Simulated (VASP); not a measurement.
Runs of VASP 6.6.1 on Ge. The structure is that of space group Cmmm (No. 65), or close to it. The cells are those of the table. 

```csv
cell,gap on the mesh (eV),pressure (GPa)
"a = 2.871, b = 2.871, c = 2.624 Å, angles 90.0, 90.0, 123.5°, 1 atom",none,1.7
"a = 2.952, b = 2.952, c = 2.698 Å, angles 90.0, 90.0, 123.5°, 1 atom",none,-4.2
"a = 3.029, b = 3.029, c = 2.768 Å, angles 90.0, 90.0, 123.5°, 1 atom",none,(a)
"a = 2.829, b = 2.829, c = 2.586 Å, angles 90.0, 90.0, 123.5°, 1 atom",none,(b)
"a = 3.066, b = 3.066, c = 2.802 Å, angles 90.0, 90.0, 123.5°, 1 atom",none,-9.1
"a = 2.991, b = 2.991, c = 2.734 Å, angles 90.0, 90.0, 123.5°, 1 atom",none,-6.2
"a = 2.912, b = 2.912, c = 2.662 Å, angles 90.0, 90.0, 123.5°, 1 atom",none,-1.6
```

Alike in all rows: task single point; level PBEsol; potentials or basis VASP PAW PBE potentials, release 64 (Ge_d); no spin polarisation; k mesh 12 × 12 × 11; cutoff (eV) 520; smearing fermi-dirac 0.15 eV.

Task: Estimate the missing entries.

Result: (a) -7.8; (b) 5.9.

Caveats: the PAW data sets were made with another functional, which shifts forces and pressure a little.

A k mesh can miss the band edges, and the runs leave out spin-orbit coupling on Ge.

A gap of «none» marks levels without a gap at the run's occupations.
